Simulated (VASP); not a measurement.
A run of VASP 6.6.1 is set up as follows.

Contents of INCAR:

```
  PREC = Accurate
  ENCUT = 520
  EDIFF = 1E-7
  ISMEAR = 0
  SIGMA = 0.15
  LREAL = False
  LASPH = True
  NELM = 80
  ALGO = Fast
  ISIF = 2
  LWAVE = False
  LCHARG = True
  GGA = PS
  LELF = True
  LVHAR = True
  NBANDS = 20
```

KPOINTS

```
Automatic mesh
0
Gamma
  16 16 14
```

The input POSCAR:

```
TiRh
1.0
    2.9133000000      0.0000000000      0.0000000000
    0.0000000000      2.9133000000      0.0000000000
    0.0000000000      0.0000000000      3.1825000000
Ti Rh
1 1
Direct
    0.5000000000      0.5000000000      0.5000000000
    0.0000000000      0.0000000000      0.0000000000
```

Potentials or basis: VASP PAW PBE potentials, release 64 (Ti_sv, Rh_pv).

Command:

```console
$ cat potpaw_PBE.64/Ti_sv/POTCAR potpaw_PBE.64/Rh_pv/POTCAR > POTCAR
$ mpirun -np 1 vasp_std > vasp.out
```

What does it give for the pressure?

16.3 GPa.

Stress tensor (GPa, compression positive):
```
14.77  0.00  0.00
 0.00 14.77  0.00
 0.00  0.00 19.35
```

Caveat: the cell differs from its parent crystal (strain -0.025 along x and y, -0.050 along z); the PAW data sets were made with another functional, which shifts forces and pressure a little.
